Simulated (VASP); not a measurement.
# SiNi (rocksalt type) (Fm-3m) in VASP: further runs

Runs on SiNi (rocksalt type). Level: PBEsol. Tasks: single point.

Everything below comes from runs of VASP 6.6.1. Logs are shortened: lines on timing, memory, paths and dates and some standing lists are left out, and cuts for length are marked.

### 1 The cell of the first run

The structure is cubic, space group Fm-3m (No. 225). The conventional cell has a = 3.837 Å, b = 3.837 Å, c = 3.837 Å, α = 90.00°, β = 90.00°, γ = 90.00°. Within 2.5 Å of Ni (site symmetry m-3m) lie 6 Si at 1.92 Å. Si (site symmetry m-3m) has 6 Ni at 1.92 Å within 2.5 Å.

### 2 Single point, PBEsol (7.06 Å³/atom)

Contents of INCAR:

```
SYSTEM = SiNi
  ALGO = Normal
  EDIFF = 1E-6
  ENCUT = 520
  GGA = PS
  ISIF = 2
  ISMEAR = -1
  LASPH = .True.
  LCHARG = .False.
  LREAL = .False.
  LWAVE = .False.
  NBANDS = 14
  NELM = 80
  PREC = Accurate
  SIGMA = 0.08
```

Contents of KPOINTS:

```
k-points
0
Gamma
  14 14 14
  0 0 0
```

Contents of POSCAR:

```
SiNi
1.0
    0.0000000000      1.9187473719      1.9187473719
    1.9187473719      0.0000000000      1.9187473719
    1.9187473719      1.9187473719      0.0000000000
Ni Si
1 1
Direct
    0.0000000000      0.0000000000      0.0000000000
    0.5000000000      0.5000000000      0.5000000000
```

Potentials or basis: VASP PAW PBE potentials, release 64 (Ni, Si).

On the command line:

```bash
$ cat potpaw_PBE.64/Ni/POTCAR potpaw_PBE.64/Si/POTCAR > POTCAR
$ mpirun -np 1 vasp_std > vasp.out
```

OUTCAR:

```text
SYSTEM = SiNi
   EDIFF = 1E-6
   ENCUT = 520
   GGA = PS
   ISIF = 2
   ISMEAR = -1
   LASPH = .True.
   LREAL = .False.
   NELM = 80
   PREC = Accurate

 ion  position               nearest neighbor table
   1  0.000  0.000  0.000-   2 1.92   2 1.92   2 1.92   2 1.92   2 1.92   2 1.92
   2  0.500  0.500  0.500-   1 1.92   1 1.92   1 1.92   1 1.92   1 1.92   1 1.92

  LATTYP: Found a face centered cubic cell.
 ALAT       =     3.8374947438

  Lattice vectors:

 A1 = (   0.0000000000,   1.9187473719,   1.9187473719)
 A2 = (   1.9187473719,   0.0000000000,   1.9187473719)
 A3 = (   1.9187473719,   1.9187473719,   0.0000000000)

Analysis of symmetry for initial positions (statically):
=====================================================================
 Subroutine PRICEL returns:
 Original cell was already a primitive cell.

 Routine SETGRP: Setting up the symmetry group for a
 face centered cubic supercell.

 Subroutine GETGRP returns: Found 48 space group operations
 (whereof 48 operations were pure point group operations)
 out of a pool of 48 trial point group operations.

The static configuration has the point symmetry O_h .

Analysis of symmetry for dynamics (positions and initial velocities):
=====================================================================
 Subroutine PRICEL returns:
 Original cell was already a primitive cell.

 Routine SETGRP: Setting up the symmetry group for a
 face centered cubic supercell.

 Subroutine GETGRP returns: Found 48 space group operations
 (whereof 48 operations were pure point group operations)
 out of a pool of 48 trial point group operations.

The dynamic configuration has the point symmetry O_h .

 Subroutine INISYM returns: Found 48 space group operations
 (whereof 48 operations are pure point group operations),
 and found     1 'primitive' translations

----------------------------------------------------------------------------------------

                                     Primitive cell

  volume of cell :      14.1281

  direct lattice vectors                    reciprocal lattice vectors
     0.000000000  1.918747372  1.918747372    -0.260586676  0.260586676  0.260586676
     1.918747372  0.000000000  1.918747372     0.260586676 -0.260586676  0.260586676
     1.918747372  1.918747372  0.000000000     0.260586676  0.260586676 -0.260586676

  length of vectors
     2.713518556  2.713518556  2.713518556     0.451349363  0.451349363  0.451349363

[... 89 lines left out ...]
   TEBEG  =    0.0;   TEEND  =   0.0 temperature during run
   PSTRESS=    0.0 pullay stress
   NELECT =      14.0000    total number of electrons
   NUPDOWN=      -1.0000    fix difference up-down
   EMIN   =  10.00;   EMAX   =-10.00  energy-range for DOS
   EFERMI =   0.00;   METHOD = LEGACY
   ISMEAR =    -1;   SIGMA  =   0.08  broadening in eV -4-tet -1-fermi 0-gaus
   EFERMI_NEDOS =   21; number of points for ismear=-14 and -15
   IALGO  =     38    algorithm
   IMIX   =      4    mixing-type and parameters
     AMIX     =   0.40;   BMIX     =  1.00
     AMIX_MAG =   1.60;   BMIX_MAG =  1.00
  volume/ion in A,a.u.               =       7.06        47.67
  Fermi-wavevector in a.u.,A,eV,Ry     =   1.632136  3.084290 36.244129  2.663868
  Thomas-Fermi vector in A             =   2.724157
   LORBIT       =      0    0 simple, 1 ext, 2 COOP (PROOUT), +10 PAW based schemes
   GGA     = PS    functional components
   LHFCALC =     F    Hartree Fock is set to
   AEXX    =    0.0000 exact exchange contribution
   IVDW    =     0    specifies the selected vdW correction
   LEPSILON=     F    determine dielectric tensor
   LRPA    =     F    only Hartree local field effects (RPA)
 non-spin polarized calculation
  energy-cutoff  :      520.00
  volume of cell :       14.13
 maximum number of plane-waves:       392
   NGX =  9   NGY =  9   NGZ =  9

 number of electron      13.9999990 magnetization

 Free energy of the ion-electron system (eV)
  ---------------------------------------------------
  ext. energy  EPLUGINS =         0.00000000
  ---------------------------------------------------
  free energy    TOTEN  =        -4.64154253 eV

  energy without entropy =       -4.62653581  energy(sigma->0) =       -4.63403917

 E-fermi :  20.6863     XC(G=0): -15.2223

 val. band max:       20.6787486615   @ k =  -0.3571   0.5000   0.1429
 cond. band min:      20.6874733233   @ k =   0.3571   0.1429   0.0000
 fundamental gap:      0.0087246618
 Fermi energy:        20.6863457229

 k-point     1 :       0.0000    0.0000    0.0000
  band No.  band energies     occupation
      1       2.0742      2.00000
      2      13.9755      2.00000
      3      13.9755      2.00000
      4      13.9755      2.00000
      5      14.3574      2.00000
      6      14.3574      2.00000
      7      28.2020      0.00000
      8      28.2020      0.00000
      9      28.2020      0.00000
     10      32.4067      0.00000
     11      33.2383      0.00000
     12      33.2383      0.00000
     13      33.2383      0.00000
     14      40.4192      0.00000
[... 377 lines left out ...]
      1       4.3492      2.00000
      2      12.6810      2.00000
      3      13.2161      2.00000
      4      14.0355      2.00000
      5      14.8704      2.00000
      6      15.2422      2.00000
      7      22.6822      0.00000
      8      25.2898      0.00000
      9      28.8450      0.00000
     10      29.4463      0.00000
     11      31.3879      0.00000
     12      35.1640      0.00000
     13      35.3958      0.00000
     14      40.3090      0.00000

 [... further k-points ...]

------------------------ aborting loop because EDIFF is reached ----------------------------------------

  FORCE on cell =-STRESS in cart. coord.  units (eV):
  Direction    XX          YY          ZZ          XY          YZ          ZX
  --------------------------------------------------------------------------------------
  -------------------------------------------------------------------------------------
  Total       30.3906655     30.3906655     30.3906655     -0.0000000      0.0000000     -0.0000000
  in kB     3446.4136627   3446.4136627   3446.4136627     -0.0000000      0.0000000     -0.0000000
  external PRESSURE =    3446.4136627 kB  Pullay stress =       0.0000000 kB

 VOLUME and BASIS-vectors are now :
 -----------------------------------------------------------------------------
  energy-cutoff  :      520.00
  volume of cell :       14.13
      direct lattice vectors                 reciprocal lattice vectors
     0.000000000  1.918747372  1.918747372    -0.260586676  0.260586676  0.260586676
     1.918747372  0.000000000  1.918747372     0.260586676 -0.260586676  0.260586676
     1.918747372  1.918747372  0.000000000     0.260586676  0.260586676 -0.260586676

 POSITION                                       TOTAL-FORCE (eV/Angst)
 -----------------------------------------------------------------------------------
      0.00000      0.00000      0.00000         0.000000     -0.000000      0.000000
      1.91875      1.91875      1.91875        -0.000000      0.000000     -0.000000
 -----------------------------------------------------------------------------------
    total drift:                                0.000000     -0.000000     -0.000000

  FREE ENERGIE OF THE ION-ELECTRON SYSTEM (eV)
  ---------------------------------------------------
  free  energy   TOTEN  =        -4.6415425313 eV

  energy  without entropy=       -4.6265358082  energy(sigma->0) =       -4.63403917
```

OSZICAR:

```text
N       E                     dE             d eps       ncg     rms          rms(c)
DAV:   1     0.594632817935E+02    0.59463E+02   -0.65019E+03  3072   0.131E+03
DAV:   2    -0.403629639447E+01   -0.63500E+02   -0.57378E+02  3320   0.229E+02
DAV:   3    -0.623839687649E+01   -0.22021E+01   -0.21805E+01  3386   0.449E+01
DAV:   4    -0.625788209935E+01   -0.19485E-01   -0.19479E-01  3362   0.396E+00
DAV:   5    -0.625821284334E+01   -0.33074E-03   -0.33074E-03  3424   0.520E-01    0.257E+01
DAV:   6    -0.558366939460E+01    0.67454E+00   -0.11579E+01  3050   0.768E+01    0.108E+01
DAV:   7    -0.479247546536E+01    0.79119E+00   -0.38467E+00  3110   0.453E+01    0.842E+00
DAV:   8    -0.464506481582E+01    0.14741E+00   -0.13014E-01  4210   0.700E+00    0.109E+00
DAV:   9    -0.464146346389E+01    0.36014E-02   -0.11160E-02  4568   0.187E+00    0.259E-01
DAV:  10    -0.464154399979E+01   -0.80536E-04   -0.60437E-04  3092   0.227E-01    0.395E-02
DAV:  11    -0.464154315840E+01    0.84139E-06   -0.14130E-05  3488   0.337E-02    0.273E-02
DAV:  12    -0.464154253128E+01    0.62712E-06   -0.11104E-06  2344   0.121E-02
   1 F= -.46415425E+01 E0= -.46340392E+01  d E =-.150067E-01
```

Run time: 29 s. Hardware: 1 thread of Intel Xeon 8259CL, shared host; peak memory 0.14 GiB.

What came out:

```
Free energy            : -4.6415 eV
Pressure               : 344.6 GPa
Band gap on the k mesh : zero (bands 7 and 8 overlap by 9.65 eV)
```

Caveat: the cell stands under pressure; the PAW data sets were made with another functional, which shifts forces and pressure a little.

### 3 Single point, PBEsol (7.06 Å³/atom)

Contents of INCAR:

```
PREC = Accurate
ENCUT = 520
EDIFF = 1E-7
ISMEAR = -1
SIGMA = 0.08
LREAL = F
LASPH = T
NELM = 100
ALGO = Normal
ISIF = 2
LWAVE = F
LCHARG = F
GGA = PS
NBANDS = 14
```

Contents of KPOINTS:

```
Automatic mesh
0
Gamma
  14 14 14
```

POSCAR is that of step 2.

Potentials or basis: VASP PAW PBE potentials, release 64 (Ni, Si).

On the command line:

```bash
$ cat potpaw_PBE.64/Ni/POTCAR potpaw_PBE.64/Si/POTCAR > POTCAR
$ mpirun -np 1 vasp_std > vasp.out
```

Wall time 35 s (1 thread of Intel Xeon 8259CL, shared host); peak memory 0.14 GiB.

The run converged. Its results:

| Quantity | Value |
| --- | --- |
| Free energy | -4.6415 eV |
| Pressure | 344.3 GPa |
| Band gap on the k mesh | zero (bands 7 and 8 overlap by 9.65 eV) |

Levels at points of the mesh, in eV from the Fermi level:
```tsv
k point	band 4	band 5	band 6	band 7	band 8	band 9	band 10	band 11
(0.00, 0.00, 0.00)	-6.71	-6.33	-6.33	7.52	7.52	7.52	11.72	12.55
(0.50, 0.00, 0.00)	-7.57	-4.47	-4.47	-2.48	6.90	6.90	8.70	10.33
(0.50, 0.50, 0.00)	-5.39	-4.00	-4.00	-1.30	-0.67	-0.67	7.31	9.27
```

Caveat: the cell stands under pressure; the PAW data sets were made with another functional, which shifts forces and pressure a little. Spin polarisation is off, so any magnetic state and its effect on volume and gap are missing.

(Continued in part 2 of 2.)
